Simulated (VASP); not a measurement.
# In3Se: single point with PBE+D3(BJ)

The system is In3Se.

```
In Se
1.0
     4.70081    0.00000    0.00000
     0.00000    4.70081    0.00000
     0.00000    0.00000    4.70081
In Se
3 1
Direct
  0.00000 0.50000 0.50000
  0.50000 0.00000 0.50000
  0.50000 0.50000 0.00000
  0.00000 0.00000 0.00000
```

```yaml
Program: VASP 6.6.1
Task: single point
Functional: PBE
Dispersion: D3(BJ)
Potentials_or_basis: VASP PAW PBE potentials, release 64 (In_d, Se)
Cutoff: 520 eV
k_mesh: 10 × 10 × 10
Occupations: gaussian, width 0.1 eV
Spin: no spin polarisation
Dipole_correction: no
Further_INCAR_settings: ALGO = Normal; EDIFF = 1e-07; NBANDS = 30
```

- Pressure: 0.0 GPa
- Band gap on the k mesh: zero (an odd number of electrons rules out a gap without spin polarisation)
- Dispersion energy per atom: -0.340 eV

Levels at points of the mesh, in eV from the Fermi level:
```tsv
k point	band 19	band 20	band 21	band 22	band 23	band 24	band 25	band 26
(0.00, 0.00, 0.00)	-3.50	-3.50	-2.08	-2.08	1.20	1.20	1.20	4.38
(0.50, 0.00, 0.00)	-2.61	-2.61	-1.43	-1.07	-0.15	-0.15	1.35	3.98
(0.50, 0.50, 0.00)	-5.89	-2.07	-0.90	-0.59	-0.59	1.57	1.80	1.80
(0.50, 0.50, 0.50)	-4.47	-4.35	-4.35	-4.35	-3.41	3.24	3.24	3.24
```

Wall time 55 s on 1 thread of Intel(R) Xeon(R) 6975P-C (Granite Rapids), on a shared host, peak memory 0.29 GiB.

Caveat: spin-orbit coupling is left out, which moves the levels of the heavy elements.
